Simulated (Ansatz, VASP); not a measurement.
## Sb in VASP and in Ansatz

The input INCAR:

```
SYSTEM = Sb
  PREC = Accurate
  ENCUT = 600
  EDIFF = 1E-7
  ISMEAR = 0
  SIGMA = 0.1
  LREAL = .FALSE.
  LASPH = .TRUE.
  NELM = 80
  ALGO = Normal
  ISIF = 3
  LWAVE = .FALSE.
  LCHARG = .FALSE.
  GGA = PE
  IBRION = 2
  NSW = 80
  EDIFFG = -0.01
```

The input KPOINTS:

```
regular mesh
0
G
  16 16 16
  0 0 0
```

The input POSCAR:

```
Sb
1.0
   -1.8993886021      1.8993886021      1.8993886021
    1.8993886021     -1.8993886021      1.8993886021
    1.8993886021      1.8993886021     -1.8993886021
Sb
1
Direct
    0.0000000000      0.0000000000      0.0000000000
```

Input for Ansatz:

```yaml
crystal:
  lattice:
    - [-1.8993886021, 1.8993886021, 1.8993886021]
    - [1.8993886021, -1.8993886021, 1.8993886021]
    - [1.8993886021, 1.8993886021, -1.8993886021]
  atoms:
    - { symbol: Sb, position: [0.0, 0.0, 0.0] }
basis:
  ecutwfc: 420
kpoints:
  mp_grid: { grid: [16, 16, 16] }
hamiltonian:
  xc: pbe
scf:
  occupations: { method: gaussian, width: 0.1 }
output:
  forces: true
  stress: true
  eigenvalues: true
relax:
  adjacent_minimum: "off"
  f_tol: 0.01
  max_steps: 60
  cell: { stress_tol: 0.1 }
```

Alike in both runs: task relaxation of cell and atoms; functional PBE; k mesh 16 × 16 × 16; occupations gaussian, width 0.1 eV; no spin polarisation.

```csv
,VASP,Ansatz
version,VASP 6.6.1,Ansatz 0.2.0
potentials or method,"VASP PAW PBE potentials, release 64 (Sb), cutoff 600 eV","scalar-relativistic, plane waves, PAW"
valence electrons in the cell,5,15
```

Ansatz gave:

```
gap on the k mesh at the Fermi level, each at its own relaxed structure (eV) : none
relaxed volume (Å³/atom)                                                     : 27.24
relaxed length of the cell vector where the two differ most in proportion (Å)              : 3.283
```

Task: Which values does VASP return?

Result: gap on the k mesh at the Fermi level, each at its own relaxed structure (eV): none; relaxed volume (Å³/atom): 27.20; relaxed length of the cell vector where the two differ most in proportion (Å): 3.282.

A gap of «none» marks a metal or a gap that the smearing closes. VASP's potentials hold 5 valence electrons a cell and Ansatz's 15, so a difference there can come from the potentials and not from the codes.

Neither program's run includes spin-orbit coupling.
